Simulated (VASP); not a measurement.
Here is a VASP 6.6.1 calculation.

The input POSCAR:

```
Na
1.0
    3.7729580783      0.0000000000      0.0000000000
   -1.8864790391      3.2674775432      0.0000000000
    0.0000000000      0.0000000000     12.7832138010
Na
4
Direct
    0.6666666667      0.3333333333      0.7500000000
    0.0000000000      0.0000000000      0.5000000000
    0.3333333333      0.6666666667      0.2500000000
    0.0000000000      0.0000000000      0.0000000000
```

File INCAR.step1:

```
PREC = Accurate
ENCUT = 520
ISMEAR = -1
SIGMA = 0.05
LREAL = False
LASPH = True
NELM = 80
NBANDS = 22
GGA = PE
ALGO = Normal
EDIFF = 1E-4
LWAVE = True
LCHARG = False
```

Contents of INCAR.step2:

```
PREC = Accurate
ENCUT = 520
EDIFF = 1E-6
ISMEAR = -1
SIGMA = 0.05
LREAL = False
LASPH = True
NELM = 80
ALGO = Normal
ISIF = 2
LWAVE = False
LCHARG = False
METAGGA = R2SCAN
LMIXTAU = True
NBANDS = 22
ISTART = 1
```

Contents of KPOINTS:

```
regular mesh
0
Gamma
  8 8 3
```

Potentials or basis: VASP PAW PBE potentials, release 64 (Na_pv).

Run with:

```bash
$ cat potpaw_PBE.64/Na_pv/POTCAR > POTCAR
$ cp INCAR.step1 INCAR
$ mpirun -np 1 vasp_std > vasp.out
$ cp INCAR.step2 INCAR
$ mpirun -np 1 vasp_std > vasp.out
```

Task: Estimate the band gap on the k mesh.

Result: Zero (bands 14 and 15 overlap by 3.52 eV).

Task: Estimate the pressure.

Result: -0.3 GPa.

Stress tensor (GPa, compression positive):
```
 0.00  0.00  0.00
 0.00  0.00  0.00
 0.00  0.00 -0.95
```

Caveat: the PAW data sets were made with another functional, which shifts forces and pressure a little.
